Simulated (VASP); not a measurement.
The system is SiO2.

```
Si O
1.0
    -2.37405    2.37405    3.74400
     2.37405   -2.37405    3.74400
     2.37405    2.37405   -3.74400
Si O
2 4
Direct
  0.00000 0.00000 0.00000
  0.75000 0.25000 0.50000
  0.99838 0.62500 0.87338
  0.37500 0.24838 0.37338
  0.75162 0.12500 0.12662
  0.87500 0.00162 0.62662
```

```yaml
Program: VASP 6.6.1
Task: relaxation of cell and atoms
Functional: PBE
Potentials_or_basis: VASP PAW PBE potentials, release 64 (Si, O)
Cutoff: 600 eV
k_mesh: 8 × 8 × 8
Occupations: gaussian, width 0.02 eV
Spin: no spin polarisation
```

At the start: pressure 3.4 GPa; volume 14.07 Å³/atom.

Q: How do energy, volume and symmetry change on relaxing?

A: Over 16 steps the energy falls by 14.1 meV/atom and the volume is 15.58 Å³/atom (+10.7 %); space group I-42d (No. 122, to 0.1 Å) before and after.

The path:
```tsv
step	energy change (eV)	largest force (eV/Å)	pressure (GPa)	volume (Å³)
1	0.0000	0.1282	3.44	84.41
2	0.0092	0.4607	-3.99	88.15
3	-0.0193	0.1464	-0.08	86.07
4	-0.0267	0.1446	-0.06	86.35
5	-0.0439	0.1423	0.03	87.17
6	-0.0559	0.1346	0.08	88.73
7	-0.0665	0.0466	0.79	89.46
8	-0.0734	0.0646	1.76	90.55
9	-0.0775	0.0380	1.25	91.13
10	-0.0831	0.0431	-0.25	92.87
11	-0.0831	0.0472	-0.39	93.00
12	-0.0831	0.0460	-0.36	92.95
13	-0.0835	0.0391	-0.32	93.09
14	-0.0842	0.0226	-0.27	93.48
15	-0.0843	0.0161	-0.24	93.67
16	-0.0844	0.0003	0.03	93.46
```

Final structure:
```cif
data_structure
_symmetry_space_group_name_H-M 'P 1'
_symmetry_Int_Tables_number 1
_cell_length_a 5.1256
_cell_length_b 5.1256
_cell_length_c 5.1256
_cell_angle_alpha 121.177
_cell_angle_beta 121.177
_cell_angle_gamma 87.973
_cell_volume 93.46
loop_
_atom_site_label
_atom_site_type_symbol
_atom_site_fract_x
_atom_site_fract_y
_atom_site_fract_z
_atom_site_occupancy
Si1 Si 0.00000 0.00000 0.00000 1
Si2 Si 0.75000 0.25000 0.50000 1
O1 O 0.96573 0.62500 0.84073 1
O2 O 0.37500 0.21573 0.34073 1
O3 O 0.78427 0.12500 0.15927 1
O4 O 0.87500 0.03427 0.65927 1
```
